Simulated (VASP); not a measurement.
A run of VASP 6.6.1 is set up as follows.

POSCAR

```
Ag
1.0
    0.0000000000      2.0521634861      2.0521634861
    2.0521634861      0.0000000000      2.0521634861
    2.0521634861      2.0521634861      0.0000000000
Ag
1
Direct
    0.0000000000      0.0000000000      0.0000000000
```

Contents of INCAR.step1:

```
SYSTEM = Ag
ALGO = Normal
EDIFF = 1E-4
ENCUT = 520
GGA = PE
ISMEAR = 0
LASPH = .True.
LCHARG = .False.
LREAL = .False.
LWAVE = .True.
NBANDS = 12
NELM = 100
PREC = Accurate
SIGMA = 0.1
```

The input INCAR.step2:

```
SYSTEM = Ag
ALGO = Normal
EDIFF = 1E-6
ENCUT = 520
ISIF = 2
ISMEAR = 0
ISTART = 1
LASPH = .True.
LCHARG = .False.
LMIXTAU = .True.
LREAL = .False.
LWAVE = .False.
METAGGA = R2SCAN
NBANDS = 12
NELM = 100
PREC = Accurate
SIGMA = 0.1
```

File KPOINTS:

```
k-points
0
Gamma
  18 18 18
  0 0 0
```

Potentials or basis: VASP PAW PBE potentials, release 64 (Ag).

Launch:

```console
$ cat potpaw_PBE.64/Ag/POTCAR > POTCAR
$ cp INCAR.step1 INCAR
$ mpirun -np 1 vasp_std > vasp.out
$ cp INCAR.step2 INCAR
$ mpirun -np 1 vasp_std > vasp.out
```

Q: Predict the pressure.

A: 0.1 GPa.

Q: Predict the band gap on the k mesh.

A: Zero (an odd number of electrons rules out a gap without spin polarisation).

Caveat: the PAW data sets were made with another functional, which shifts forces and pressure a little.
